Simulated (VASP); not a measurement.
A run of VASP 6.6.1:

The input INCAR:

```
ALGO     = Normal         # electronic algorithm
EDIFF    = 1E-6           # SCF threshold, eV
EDIFFG   = -0.01          # ionic threshold
ENCUT    = 600            # plane-wave cutoff, eV
GGA      = PE             # functional
IBRION   = 2              # ionic algorithm
ISIF     = 3              # what is computed and relaxed
ISMEAR   = 0              # smearing method
LASPH    = T              # aspherical terms in the spheres
LCHARG   = F              # write CHGCAR
LREAL    = F              # projectors in reciprocal space
LWAVE    = F              # write WAVECAR
NELM     = 100            # most SCF steps
NSW      = 100            # ionic steps
PREC     = Accurate       # precision mode
SIGMA    = 0.1            # smearing width, eV
```

Contents of KPOINTS:

```
k-points
0
Gamma
  12 12 16
```

Contents of POSCAR:

```
Al3Cl
1.0
    5.7040704746      0.0000000000      0.0000000000
   -2.8520352373      4.9398699360      0.0000000000
    0.0000000000      0.0000000000      2.9816599736
Al Cl
3 1
Direct
    0.5000000000      0.0000000000      0.5000000000
    0.0000000000      0.5000000000      0.5000000000
    0.5000000000      0.5000000000      0.5000000000
    0.0000000000      0.0000000000      0.0000000000
```

Potentials or basis: VASP PAW PBE potentials, release 64 (Al, Cl).

Run with:

```bash
$ cat potpaw_PBE.64/Al/POTCAR potpaw_PBE.64/Cl/POTCAR > POTCAR
$ mpirun -np 1 vasp_std > vasp.out
```

Hardware: 1 thread of Intel Xeon 8259CL, with other jobs on the host.

Problem. How long does it take, and how much memory?

Solution. It took 6.7 min on 1 thread of Intel Xeon 8259CL, with other jobs on the host, peak memory 0.37 GiB. Counts: scf iterations 24, k points 171, ion steps 3.
